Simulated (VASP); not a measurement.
# W (Im-3m) in VASP: further runs, part 2 of 2

VASP 6.6.1. The steps go on from the part before.

## (3) Relaxation of cell and atoms, LDA

INCAR reads:

```
PREC = Accurate ; ENCUT = 600
EDIFF = 1E-6 ; ISMEAR = 0
SIGMA = 0.1 ; LREAL = F
LASPH = T ; NELM = 80
ALGO = Fast ; ISIF = 3
LWAVE = F ; LCHARG = F
GGA = CA ; IBRION = 2
NSW = 100 ; EDIFFG = -0.005
```

KPOINTS reads:

```
regular mesh
0
Gamma
  18 18 18
```

POSCAR reads:

```
W
1.0
   -1.5689656084      1.5689656084      1.5689656084
    1.5689656084     -1.5689656084      1.5689656084
    1.5689656084      1.5689656084     -1.5689656084
W
1
Direct
    0.0000000000      0.0000000000      0.0000000000
```

Potentials or basis: VASP PAW LDA potentials, release 64 (W_sv).

On the command line:

```
> cat potpaw_LDA.64/W_sv/POTCAR > POTCAR
> mpirun -np 1 vasp_std > vasp.out
```

OUTCAR:

```text
PREC = Accurate
   ENCUT = 600
   EDIFF = 1E-6
   ISMEAR = 0
   LREAL = F
   LASPH = T
   NELM = 80
   ISIF = 3
   GGA = CA
   IBRION = 2
   NSW = 100
   EDIFFG = -0.005

 ion  position               nearest neighbor table
   1  0.000  0.000  0.000-

  LATTYP: Found a body centered cubic cell.
 ALAT       =     3.1379312168

  Lattice vectors:

 A1 = (  -1.5689656084,   1.5689656084,   1.5689656084)
 A2 = (   1.5689656084,  -1.5689656084,   1.5689656084)
 A3 = (   1.5689656084,   1.5689656084,  -1.5689656084)

Analysis of symmetry for initial positions (statically):
=====================================================================
 Subroutine PRICEL returns:
 Original cell was already a primitive cell.

 Routine SETGRP: Setting up the symmetry group for a
 body centered cubic supercell.

 Subroutine GETGRP returns: Found 48 space group operations
 (whereof 48 operations were pure point group operations)
 out of a pool of 48 trial point group operations.

The static configuration has the point symmetry O_h .

Analysis of symmetry for dynamics (positions and initial velocities):
=====================================================================
 Subroutine PRICEL returns:
 Original cell was already a primitive cell.

 Routine SETGRP: Setting up the symmetry group for a
 body centered cubic supercell.

 Subroutine GETGRP returns: Found 48 space group operations
 (whereof 48 operations were pure point group operations)
 out of a pool of 48 trial point group operations.

The dynamic configuration has the point symmetry O_h .

 Subroutine INISYM returns: Found 48 space group operations
 (whereof 48 operations are pure point group operations),
 and found     1 'primitive' translations

----------------------------------------------------------------------------------------

                                     Primitive cell

  volume of cell :      15.4490

  direct lattice vectors                    reciprocal lattice vectors
    -1.568965608  1.568965608  1.568965608     0.000000000  0.318681300  0.318681300
     1.568965608 -1.568965608  1.568965608     0.318681300  0.000000000  0.318681300
     1.568965608  1.568965608 -1.568965608     0.318681300  0.318681300  0.000000000

  length of vectors
     2.717528149  2.717528149  2.717528149     0.450683417  0.450683417  0.450683417

  position of ions in fractional coordinates (direct lattice)
     0.000000000  0.000000000  0.000000000

  ion indices of the primitive-cell ions
   primitive index   ion index
                 1           1

----------------------------------------------------------------------------------------

 KPOINTS: regular mesh

Automatic generation of k-mesh.
 Grid dimensions read from file:
 generate k-points for:   18   18   18

 Generating k-lattice:

  Cartesian coordinates                     Fractional coordinates (reciprocal lattice)
     0.000000000  0.017704517  0.017704517     0.055555556  0.000000000  0.000000000
     0.017704517  0.000000000  0.017704517     0.000000000  0.055555556  0.000000000
     0.017704517  0.017704517  0.000000000     0.000000000  0.000000000  0.055555556
[... 42 lines left out ...]
   dimension x,y,z NGX =    24 NGY =   24 NGZ =   24
   dimension x,y,z NGXF=    48 NGYF=   48 NGZF=   48
   ions per type =               1
   NGX,Y,Z   is equivalent  to a cutoff of  14.68, 14.68, 14.68 a.u.
   NGXF,Y,Z  is equivalent  to a cutoff of  29.36, 29.36, 29.36 a.u.
 SYSTEM =  unknown system
   PREC   = accura    normal or accurate (medium, high low for compatibility)
   ISTART =      0    job   : 0-new  1-cont  2-samecut
   ICHARG =      2    charge: 1-file 2-atom 10-const
   ISPIN  =      1    spin polarized calculation?
   LNONCOLLINEAR =      F non collinear calculations
   LSORBIT =      F    spin-orbit coupling
   LASPH  =      T    aspherical Exc in radial PAW
   ENCUT  =  600.0 eV  44.10 Ry    6.64 a.u.   5.43  5.43  5.43*2*pi/ulx,y,z
   NELM   =     80;   NELMIN=  2; NELMDL= -5     # of ELM steps
   EDIFF  = 0.1E-05   stopping-criterion for ELM
   LREAL  =      F    real-space projection
   EDIFFG = -.5E-02   stopping-criterion for IOM
   NSW    =    100    number of steps for IOM
   IBRION =      2    ionic relax: 0-MD 1-quasi-New 2-CG
   NFREE  =      1    steps in history (QN), initial steepest desc. (CG)
   ISIF   =      3    stress and relaxation
   ISYM   =      2    0-nonsym 1-usesym 2-fastsym
   POTIM  = 0.5000    time-step for ionic-motion
   TEBEG  =    0.0;   TEEND  =   0.0 temperature during run
   PSTRESS=    0.0 pullay stress
   NELECT =      14.0000    total number of electrons
   NUPDOWN=      -1.0000    fix difference up-down
   EMIN   =  10.00;   EMAX   =-10.00  energy-range for DOS
   EFERMI =   0.00;   METHOD = LEGACY
   ISMEAR =     0;   SIGMA  =   0.10  broadening in eV -4-tet -1-fermi 0-gaus
   EFERMI_NEDOS =   21; number of points for ismear=-14 and -15
   IALGO  =     68    algorithm
   IMIX   =      4    mixing-type and parameters
     AMIX     =   0.40;   BMIX     =  1.00
     AMIX_MAG =   1.60;   BMIX_MAG =  1.00
  volume/ion in A,a.u.               =      15.45       104.25
  Fermi-wavevector in a.u.,A,eV,Ry     =   1.584227  2.993755 34.147566  2.509775
  Thomas-Fermi vector in A             =   2.683877
   LORBIT       =      0    0 simple, 1 ext, 2 COOP (PROOUT), +10 PAW based schemes
   GGA     = CA    functional components
   LHFCALC =     F    Hartree Fock is set to
   AEXX    =    0.0000 exact exchange contribution
   IVDW    =     0    specifies the selected vdW correction
   LEPSILON=     F    determine dielectric tensor
   LRPA    =     F    only Hartree local field effects (RPA)
 conjugate gradient relaxation of ions
 non-spin polarized calculation
 RMM-DIIS sequential band-by-band and
 Gauss-broadening in eV      SIGMA  =   0.10
  energy-cutoff  :      600.00
  volume of cell :       15.45
 maximum number of plane-waves:       533
 NGX is ok and might be reduce to    24
   NGX = 11   NGY = 11   NGZ = 11

--------------------------------------- Ionic step        1  -------------------------------------------

 number of electron      14.0000000 magnetization

 Free energy of the ion-electron system (eV)
  ---------------------------------------------------
  ext. energy  EPLUGINS =         0.00000000
  ---------------------------------------------------
  free energy    TOTEN  =       -14.10115863 eV

  energy without entropy =      -14.09742428  energy(sigma->0) =      -14.09929145

------------------------ aborting loop because EDIFF is reached ----------------------------------------

  FORCE on cell =-STRESS in cart. coord.  units (eV):
  Direction    XX          YY          ZZ          XY          YZ          ZX
  --------------------------------------------------------------------------------------
  -------------------------------------------------------------------------------------
  Total        0.1374147      0.1374147      0.1374147     -0.0000000     -0.0000000      0.0000000
  in kB       14.2509452     14.2509452     14.2509452     -0.0000000     -0.0000000      0.0000000
  external PRESSURE =      14.2509452 kB  Pullay stress =       0.0000000 kB
[... 92 lines left out ...]
--------------------------------------- Ionic step        4  -------------------------------------------

 number of electron      14.0000000 magnetization

 Free energy of the ion-electron system (eV)
  ---------------------------------------------------
  ext. energy  EPLUGINS =         0.00000000
  ---------------------------------------------------
  free energy    TOTEN  =       -14.10141681 eV

  energy without entropy =      -14.09771481  energy(sigma->0) =      -14.09956581

 E-fermi :  11.6261     XC(G=0): -13.9530

 val. band max:       11.6033644399   @ k =  -0.4444   0.4444   0.2778
 cond. band min:      11.6274547927   @ k =  -0.2778   0.3333   0.2222
 fundamental gap:      0.0240903529
 Fermi energy:        11.6260709032

 k-point     1 :       0.0000    0.0000    0.0000
  band No.  band energies     occupation
      1     -62.0824      2.00000
      2     -25.8556      2.00000
      3     -25.8556      2.00000
      4     -25.8556      2.00000
      5       1.9764      2.00000
      6      10.3405      2.00000
      7      10.3405      2.00000
      8      10.3405      2.00000
      9      13.8780      0.00000
     10      13.8780      0.00000
     11      26.2644      0.00000
[... 309 lines left out ...]
 k-point    24 :       0.3889    0.1111   -0.0000
  band No.  band energies     occupation
      1     -61.9298      2.00000
      2     -27.1764      2.00000
      3     -26.3503      2.00000
      4     -25.9269      2.00000
      5       5.6991      2.00000
      6       8.1123      2.00000
      7      11.1770      2.00000
      8      13.6738      0.00000
      9      15.0448      0.00000
     10      18.2711      0.00000
     11      22.8895      0.00000

 [... further k-points ...]
[... 5 lines left out ...]
  --------------------------------------------------------------------------------------
  -------------------------------------------------------------------------------------
  Total        0.0008112      0.0008112      0.0008112      0.0000000      0.0000000      0.0000000
  in kB        0.0838045      0.0838045      0.0838045      0.0000000      0.0000000      0.0000000
  external PRESSURE =       0.0838045 kB  Pullay stress =       0.0000000 kB
[... 16 lines left out ...]
  FREE ENERGIE OF THE ION-ELECTRON SYSTEM (eV)
  ---------------------------------------------------
  free  energy   TOTEN  =       -14.1014168103 eV

  energy  without entropy=      -14.0977148127  energy(sigma->0) =      -14.09956581

 reached required accuracy - stopping structural energy minimisation
```

Run time: 93 s. Hardware: 1 thread of Intel Xeon Platinum 8259CL at 2.50GHz (Skylake/Cascade Lake), shared host; peak memory 0.17 GiB.

What came out:

| Quantity | Value |
| --- | --- |
| Free energy | -14.1014 eV |
| Relaxed volume | 15.51 Å³/atom |
| Relaxed cell | a = 2.721 Å, b = 2.721 Å, c = 2.721 Å, α = 109.47°, β = 109.47°, γ = 109.47° |
| Space group after relaxing (to 0.1 Å) | Im-3m (No. 229) |
| Energy gained by relaxing | 0.3 meV/atom |
| Ionic steps | 4 |
| Pressure after relaxing | 0.0 GPa |
| Band gap on the k mesh | zero (bands 7 and 8 overlap by 6.60 eV) |

The path:
| step | energy change (eV) | largest force (eV/Å) | pressure (GPa) | volume (Å³) |
| --- | --- | --- | --- | --- |
| 1 | 0.0000 | 0.0000 | 1.43 | 15.45 |
| 2 | 0.0038 | 0.0000 | -5.38 | 15.76 |
| 3 | -0.0003 | 0.0000 | -0.15 | 15.52 |
| 4 | -0.0003 | 0.0000 | 0.01 | 15.51 |

Final structure:
```yaml
crystal:
  lattice:
    - [-1.57098, 1.57098, 1.57098]
    - [1.57098, -1.57098, 1.57098]
    - [1.57098, 1.57098, -1.57098]
  atoms:
    - { symbol: W, position: [0.00000, 0.00000, 0.00000] }
```

Levels at points of the mesh, in eV from the Fermi level:
| k point | band 5 | band 6 | band 7 | band 8 | band 9 | band 10 |
| --- | --- | --- | --- | --- | --- | --- |
| (0.00, 0.00, 0.00) | -9.65 | -1.29 | -1.29 | -1.29 | 2.25 | 2.25 |
| (0.50, 0.00, 0.00) | -6.39 | -3.68 | 0.93 | 2.17 | 3.16 | 6.34 |
| (0.50, 0.50, 0.50) | -6.01 | -6.01 | 5.32 | 5.32 | 5.32 | 8.55 |

Caveat: spin-orbit coupling is left out, which moves the levels of the heavy elements.

The gap in the log of VASP goes by the Fermi energy; the results here count the filled bands.